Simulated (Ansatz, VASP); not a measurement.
**Sb in VASP and in Ansatz**

```
Sb
1.0
     3.24906    0.00000    0.00000
     0.00000    3.24906    0.00000
     0.00000    0.00000    2.98914
Sb
1
Cartesian
  0.0000 0.0000 0.0000
```

Alike in both runs: task single point; functional PBE; k mesh 16 × 16 × 16; occupations gaussian, width 0.15 eV; no spin polarisation.

```csv
,VASP,Ansatz
version,VASP 6.6.1,Ansatz 0.2.0
potentials or method,"VASP PAW PBE potentials, release 64 (Sb), cutoff 520 eV","scalar-relativistic, plane waves, PAW"
valence electrons in the cell,5,15
```

Ansatz gave:

| Item | Value |
| --- | --- |
| gap on the k mesh at the Fermi level (eV) | none |
| pressure (GPa) | -1.8 |
| traceless stress, the component that is largest in VASP (GPa) | 5.95 |

Estimate VASP's values.

gap on the k mesh at the Fermi level (eV): none; pressure (GPa): -1.8; traceless stress, the component that is largest in VASP (GPa): 5.97.

A gap of «none» marks a metal or a gap that the smearing closes. VASP's potentials hold 5 valence electrons a cell and Ansatz's 15, so a difference there can come from the potentials and not from the codes.

Spin-orbit coupling is off throughout.
